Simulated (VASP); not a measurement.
# Al2BAs2 (P-3m1) in VASP: single point with PBE+D3(BJ)

Aim: the single point of Al2BAs2 with PBE+D3(BJ).

Everything below comes from runs of VASP 6.6.1. Logs are shortened: lines on timing, memory, paths and dates and some standing lists are left out, and cuts for length are marked.

### 1 The cell of the first run

Symmetry: P-3m1, No. 164, trigonal system. Conventional cell: a = 3.012 Å, b = 3.012 Å, c = 10.981 Å, α = 90.00°, β = 90.00°, γ = 120.00°. Al (site symmetry 3m) has 3 B at 2.21 Å and 3 As at 2.75 Å within 2.9 Å. B (site symmetry -3m) has 6 Al at 2.21 Å within 2.9 Å. Within 3.6 Å of As (site symmetry 3m) lie 3 Al at 2.75 Å and 6 As at 3.01 Å.

### 2 Single point, PBE+D3(BJ)

File INCAR:

```
PREC = Accurate ; ENCUT = 500
EDIFF = 1E-6 ; ISMEAR = 0
SIGMA = 0.1 ; LREAL = F
LASPH = T ; NELM = 120
ALGO = Normal ; ISIF = 2
LWAVE = F ; LCHARG = F
GGA = PE ; IVDW = 12
NBANDS = 18 ; GGA_COMPAT = F
```

File KPOINTS:

```
regular mesh
0
Gamma
  12 12 4
```

File POSCAR:

```
Al2BAs2
1.0
    3.0120691278      0.0000000000      0.0000000000
   -1.5060345639      2.6085283826      0.0000000000
    0.0000000000      0.0000000000     10.9808575155
Al B As
2 1 2
Direct
    0.3333333333      0.6666666667      0.1243335192
    0.6666666667      0.3333333333      0.8756664808
    0.0000000000      0.0000000000      0.0000000000
    0.3333333333      0.6666666667      0.6820175825
    0.6666666667      0.3333333333      0.3179824175
```

Potentials or basis: VASP PAW PBE potentials, release 64 (Al, B, As).

Launch:

```sh
> cat potpaw_PBE.64/Al/POTCAR potpaw_PBE.64/B/POTCAR potpaw_PBE.64/As/POTCAR > POTCAR
> mpirun -np 1 vasp_std > vasp.out
```

OUTCAR:

```text
PREC = Accurate
   ENCUT = 500
   EDIFF = 1E-6
   ISMEAR = 0
   LREAL = F
   LASPH = T
   NELM = 120
   ISIF = 2
   GGA = PE
   IVDW = 12
 IVDW          = 12

 ion  position               nearest neighbor table
   1  0.333  0.667  0.124-   3 2.21   3 2.21   3 2.21   5 2.75   5 2.75   5 2.75   2 3.24   2 3.24
                             2 3.24
   2  0.667  0.333  0.876-   3 2.21   3 2.21   3 2.21   4 2.75   4 2.75   4 2.75   1 3.24   1 3.24
                             1 3.24
   3  0.000  0.000  0.000-   1 2.21   2 2.21   1 2.21   2 2.21   2 2.21   1 2.21
   4  0.333  0.667  0.682-   2 2.75   2 2.75   2 2.75
   5  0.667  0.333  0.318-   1 2.75   1 2.75   1 2.75

  LATTYP: Found a hexagonal cell.
 ALAT       =     3.0120691278
 C/A-ratio  =     3.6456193565

  Lattice vectors:

 A1 = (   3.0120691278,   0.0000000000,   0.0000000000)
 A2 = (  -1.5060345639,   2.6085283826,   0.0000000000)
 A3 = (   0.0000000000,   0.0000000000,  10.9808575155)

Analysis of symmetry for initial positions (statically):
=====================================================================
 Subroutine PRICEL returns:
 Original cell was already a primitive cell.

 Routine SETGRP: Setting up the symmetry group for a
 hexagonal supercell.

 Subroutine GETGRP returns: Found 12 space group operations
 (whereof 12 operations were pure point group operations)
 out of a pool of 24 trial point group operations.

The static configuration has the point symmetry D_3d.

Analysis of symmetry for dynamics (positions and initial velocities):
=====================================================================
 Subroutine PRICEL returns:
 Original cell was already a primitive cell.

 Routine SETGRP: Setting up the symmetry group for a
 hexagonal supercell.

 Subroutine GETGRP returns: Found 12 space group operations
 (whereof 12 operations were pure point group operations)
 out of a pool of 24 trial point group operations.

The dynamic configuration has the point symmetry D_3d.

 Subroutine INISYM returns: Found 12 space group operations
 (whereof 12 operations are pure point group operations),
 and found     1 'primitive' translations

----------------------------------------------------------------------------------------

                                     Primitive cell

  volume of cell :      86.2773

  direct lattice vectors                    reciprocal lattice vectors
     3.012069128  0.000000000  0.000000000     0.331997692  0.191678957  0.000000000
    -1.506034564  2.608528383  0.000000000     0.000000000  0.383357914  0.000000000
     0.000000000  0.000000000 10.980857516     0.000000000  0.000000000  0.091067569

  length of vectors
     3.012069128  3.012069128 10.980857516     0.383357914  0.383357914  0.091067569

  position of ions in fractional coordinates (direct lattice)
     0.333333333  0.666666667  0.124333519
     0.666666667  0.333333333  0.875666481
     0.000000000  0.000000000  0.000000000
     0.333333333  0.666666667  0.682017583
     0.666666667  0.333333333  0.317982417

  ion indices of the primitive-cell ions
   primitive index   ion index
                 1           1
                 2           2
                 3           3
                 4           4
                 5           5

----------------------------------------------------------------------------------------

 KPOINTS: regular mesh

Automatic generation of k-mesh.
 Grid dimensions read from file:
 generate k-points for:   12   12    4

 Generating k-lattice:

  Cartesian coordinates                     Fractional coordinates (reciprocal lattice)
     0.027666474  0.015973246  0.000000000     0.083333333 -0.000000000  0.000000000
     0.000000000  0.031946493  0.000000000     0.000000000  0.083333333  0.000000000
     0.000000000  0.000000000  0.022766892     0.000000000  0.000000000  0.250000000

  Length of vectors
     0.031946493  0.031946493  0.022766892

  Shift w.r.t. Gamma in fractional coordinates (k-lattice)
     0.000000000  0.000000000  0.000000000

 Subroutine IBZKPT returns following result:
 ===========================================

 Found     69 irreducible k-points:

 Following reciprocal coordinates:
            Coordinates               Weight
  0.000000  0.000000  0.000000      1.000000
  0.083333  0.000000  0.000000      6.000000
  0.166667 -0.000000  0.000000      6.000000
  0.250000 -0.000000  0.000000      6.000000
  0.333333 -0.000000  0.000000      6.000000
  0.416667 -0.000000  0.000000      6.000000
[... 16 lines left out ...]
  0.166667 -0.000000  0.250000      6.000000
  0.000000  0.166667  0.250000      6.000000
 [... further k-points ...]
   k-points           NKPTS =     69   k-points in BZ     NKDIM =     69   number of bands    NBANDS=     18
   number of dos      NEDOS =    301   number of ions     NIONS =      5
   total plane-waves  NPLWV =  46080
   dimension x,y,z NGX =    24 NGY =   24 NGZ =   80
   dimension x,y,z NGXF=    48 NGYF=   48 NGZF=  160
   ions per type =               2   1   2
   NGX,Y,Z   is equivalent  to a cutoff of  13.25, 13.25, 12.11 a.u.
   NGXF,Y,Z  is equivalent  to a cutoff of  26.49, 26.49, 24.22 a.u.
 SYSTEM =  unknown system
   PREC   = accura    normal or accurate (medium, high low for compatibility)
   ISTART =      0    job   : 0-new  1-cont  2-samecut
   ICHARG =      2    charge: 1-file 2-atom 10-const
   ISPIN  =      1    spin polarized calculation?
   LNONCOLLINEAR =      F non collinear calculations
   LSORBIT =      F    spin-orbit coupling
   LASPH  =      T    aspherical Exc in radial PAW
   ENCUT  =  500.0 eV  36.75 Ry    6.06 a.u.   5.49  5.49 20.02*2*pi/ulx,y,z
   NELM   =    120;   NELMIN=  2; NELMDL= -5     # of ELM steps
   EDIFF  = 0.1E-05   stopping-criterion for ELM
   LREAL  =      F    real-space projection
   EDIFFG = 0.1E-04   stopping-criterion for IOM
   NSW    =      0    number of steps for IOM
   IBRION =     -1    ionic relax: 0-MD 1-quasi-New 2-CG
   NFREE  =      0    steps in history (QN), initial steepest desc. (CG)
   ISIF   =      2    stress and relaxation
   ISYM   =      2    0-nonsym 1-usesym 2-fastsym
   POTIM  = 0.5000    time-step for ionic-motion
   TEBEG  =    0.0;   TEEND  =   0.0 temperature during run
   PSTRESS=    0.0 pullay stress
   NELECT =      19.0000    total number of electrons
   NUPDOWN=      -1.0000    fix difference up-down
   EMIN   =  10.00;   EMAX   =-10.00  energy-range for DOS
   EFERMI =   0.00;   METHOD = LEGACY
   ISMEAR =     0;   SIGMA  =   0.10  broadening in eV -4-tet -1-fermi 0-gaus
   EFERMI_NEDOS =   21; number of points for ismear=-14 and -15
   IALGO  =     38    algorithm
   IMIX   =      4    mixing-type and parameters
     AMIX     =   0.40;   BMIX     =  1.00
     AMIX_MAG =   1.60;   BMIX_MAG =  1.00
  volume/ion in A,a.u.               =      17.26       116.45
  Fermi-wavevector in a.u.,A,eV,Ry     =   0.988615  1.868211 13.297780  0.977359
  Thomas-Fermi vector in A             =   2.120154
   LORBIT       =      0    0 simple, 1 ext, 2 COOP (PROOUT), +10 PAW based schemes
   GGA     = PE    functional components
   LHFCALC =     F    Hartree Fock is set to
   AEXX    =    0.0000 exact exchange contribution
   IVDW    =    12    specifies the selected vdW correction
   LEPSILON=     F    determine dielectric tensor
   LRPA    =     F    only Hartree local field effects (RPA)
 non-spin polarized calculation
 Gauss-broadening in eV      SIGMA  =   0.10
  energy-cutoff  :      500.00
  volume of cell :       86.28
 maximum number of plane-waves:      2249
 NGX is ok and might be reduce to    24
   NGX = 11   NGY = 11   NGZ = 41

 number of electron      19.0000000 magnetization

 Free energy of the ion-electron system (eV)
  ---------------------------------------------------
  ext. energy  EPLUGINS =         0.00000000
  ---------------------------------------------------
  free energy    TOTEN  =       -22.37187725 eV

  energy without entropy =      -22.36027952  energy(sigma->0) =      -22.36607838

 E-fermi :   5.5921     XC(G=0):  -9.9263

 val. band max:        5.5797862670   @ k =   0.3333   0.0833   0.5000
 cond. band min:       5.6026658470   @ k =   0.2500   0.1667   0.0000
 fundamental gap:      0.0228795800
 Fermi energy:         5.5920861852

 k-point     1 :       0.0000    0.0000    0.0000
  band No.  band energies     occupation
      1      -7.9163      2.00000
      2      -7.7013      2.00000
      3      -5.6651      2.00000
      4      -1.8892      2.00000
      5       0.4765      2.00000
      6       3.4576      2.00000
[... 10 lines left out ...]
     17      14.9311      0.00000
     18      15.9818      0.00000

 k-point     2 :       0.0833    0.0000    0.0000
  band No.  band energies     occupation
      1      -7.7753      2.00000
      2      -7.5611      2.00000
      3      -5.5313      2.00000
      4      -1.7479      2.00000
      5       0.6134      2.00000
      6       3.5734      2.00000
[... 10 lines left out ...]
     17      15.0266      0.00000
     18      15.2308      0.00000

 k-point     3 :       0.1667   -0.0000    0.0000
  band No.  band energies     occupation
      1      -7.3553      2.00000
      2      -7.1440      2.00000
      3      -5.1317      2.00000
      4      -1.3283      2.00000
      5       1.0200      2.00000
      6       3.9028      2.00000
[... 10 lines left out ...]
     17      13.9587      0.00000
     18      14.3182      0.00000

 k-point     4 :       0.2500   -0.0000    0.0000
  band No.  band energies     occupation
      1      -6.6682      2.00000
      2      -6.4637      2.00000
      3      -4.4737      2.00000
      4      -0.6476      2.00000
      5       1.6793      2.00000
      6       4.0050      2.00000
[... 10 lines left out ...]
     17      12.9846      0.00000
     18      13.3769      0.00000

 k-point     5 :       0.3333   -0.0000    0.0000
  band No.  band energies     occupation
      1      -5.7485      2.00000
      2      -5.5605      2.00000
      3      -3.5770      2.00000
      4       0.2208      2.00000
      5       1.9096      2.00000
      6       2.3890      2.00000
[... 10 lines left out ...]
     17      11.8413      0.00000
     18      12.9634      0.00000

 k-point     6 :       0.4167   -0.0000    0.0000
  band No.  band energies     occupation
      1      -4.7161      2.00000
      2      -4.5739      2.00000
      3      -2.5139      2.00000
      4       0.0392      2.00000
      5       0.5492      2.00000
      6       1.0467      2.00000
[... 10 lines left out ...]
     17      11.3491      0.00000
     18      12.4524      0.00000

 k-point     7 :       0.5000   -0.0000    0.0000
  band No.  band energies     occupation
      1      -4.0987      2.00000
      2      -4.0423      2.00000
      3      -1.7807      2.00000
      4      -0.8235      2.00000
      5      -0.0736      2.00000
      6       0.1472      2.00000
[... 10 lines left out ...]
     17      11.7626      0.00000
     18      12.2513      0.00000

 k-point     8 :       0.0833    0.0833    0.0000
  band No.  band energies     occupation
      1      -7.4947      2.00000
      2      -7.2824      2.00000
      3      -5.2645      2.00000
      4      -1.4674      2.00000
      5       0.8852      2.00000
      6       3.7970      2.00000
[... 10 lines left out ...]
     17      14.0338      0.00000
     18      14.1027      0.00000
[... 229 lines left out ...]
     17      11.0099      0.00000
     18      11.7961      0.00000

 k-point    20 :       0.0000    0.0000    0.2500
  band No.  band energies     occupation
      1      -7.8922      2.00000
      2      -7.7323      2.00000
      3      -5.6461      2.00000
      4      -1.9785      2.00000
      5       0.7407      2.00000
      6       3.0584      2.00000
[... 10 lines left out ...]
     17      14.9291      0.00000
     18      15.9729      0.00000

 k-point    21 :       0.0833    0.0000    0.2500
  band No.  band energies     occupation
      1      -7.7513      2.00000
      2      -7.5920      2.00000
      3      -5.5125      2.00000
      4      -1.8365      2.00000
      5       0.8760      2.00000
      6       3.1792      2.00000
[... 10 lines left out ...]
     17      15.2417      0.00000
     18      15.3604      0.00000

 k-point    22 :       0.0000    0.0833    0.2500
  band No.  band energies     occupation
      1      -7.7513      2.00000
      2      -7.5920      2.00000
      3      -5.5125      2.00000
      4      -1.8365      2.00000
      5       0.8761      2.00000
      6       3.1792      2.00000
[... 10 lines left out ...]
     17      15.0612      0.00000
     18      15.2399      0.00000

 k-point    23 :       0.1667   -0.0000    0.2500
  band No.  band energies     occupation
      1      -7.3315      2.00000
      2      -7.1745      2.00000
      3      -5.1136      2.00000
      4      -1.4144      2.00000
      5       1.2768      2.00000
      6       3.5256      2.00000
[... 10 lines left out ...]
     17      14.0720      0.00000
     18      14.8541      0.00000

 k-point    24 :       0.0000    0.1667    0.2500
  band No.  band energies     occupation
      1      -7.3314      2.00000
      2      -7.1745      2.00000
      3      -5.1135      2.00000
      4      -1.4147      2.00000
      5       1.2776      2.00000
      6       3.5267      2.00000
[... 10 lines left out ...]
     17      13.9179      0.00000
     18      14.7772      0.00000

 [... further k-points ...]

------------------------ aborting loop because EDIFF is reached ----------------------------------------

 Edisp (eV)   -1.66042

 E8    (eV) :    -0.6999

  FORCE on cell =-STRESS in cart. coord.  units (eV):
  Direction    XX          YY          ZZ          XY          YZ          ZX
  --------------------------------------------------------------------------------------
  -------------------------------------------------------------------------------------
  Total      -1.66048    -1.66048    -1.61373     0.00000     0.00000     0.00000
  in kB     -30.83530   -30.83530   -29.96708     0.00000     0.00000     0.00000
  external pressure =      -30.55 kB  Pullay stress =        0.00 kB

 VOLUME and BASIS-vectors are now :
 -----------------------------------------------------------------------------
  energy-cutoff  :      500.00
  volume of cell :       86.28
      direct lattice vectors                 reciprocal lattice vectors
     3.012069128  0.000000000  0.000000000     0.331997692  0.191678957  0.000000000
    -1.506034564  2.608528383  0.000000000     0.000000000  0.383357914  0.000000000
     0.000000000  0.000000000 10.980857516     0.000000000  0.000000000  0.091067569

 POSITION                                       TOTAL-FORCE (eV/Angst)
 -----------------------------------------------------------------------------------
     -0.00000      1.73902      1.36529         0.000000     -0.000000     -0.043442
      1.50603      0.86951      9.61557        -0.000000      0.000000      0.043442
      0.00000      0.00000      0.00000         0.000000      0.000000      0.000000
     -0.00000      1.73902      7.48914        -0.000000      0.000000      0.023819
      1.50603      0.86951      3.49172        -0.000000     -0.000000     -0.023819
 -----------------------------------------------------------------------------------
    total drift:                                0.000000      0.000000     -0.000000

  FREE ENERGIE OF THE ION-ELECTRON SYSTEM (eV)
  ---------------------------------------------------
  free  energy   TOTEN  =       -24.0322999538 eV

  energy  without entropy=      -24.0207022248  energy(sigma->0) =      -24.02650109
```

It took 79 s on 1 thread of Intel Xeon 6975P-C, shared host; peak memory 0.28 GiB.

Results:

| Item | Value |
| --- | --- |
| Free energy | -24.0323 eV |
| Pressure | -3.1 GPa |
| Largest force | 0.043 eV/Å |
| Dispersion energy per atom | -0.332 eV |

Forces in eV/Å, atoms in the order of the input:
```
Al   0.000  0.000 -0.043
Al   0.000  0.000  0.043
B    0.000  0.000  0.000
As   0.000  0.000  0.024
As   0.000  0.000 -0.024
```

Stress tensor (GPa, compression positive):
```
-3.08  0.00  0.00
 0.00 -3.08  0.00
 0.00  0.00 -3.00
```

Caveat: three body term missing.
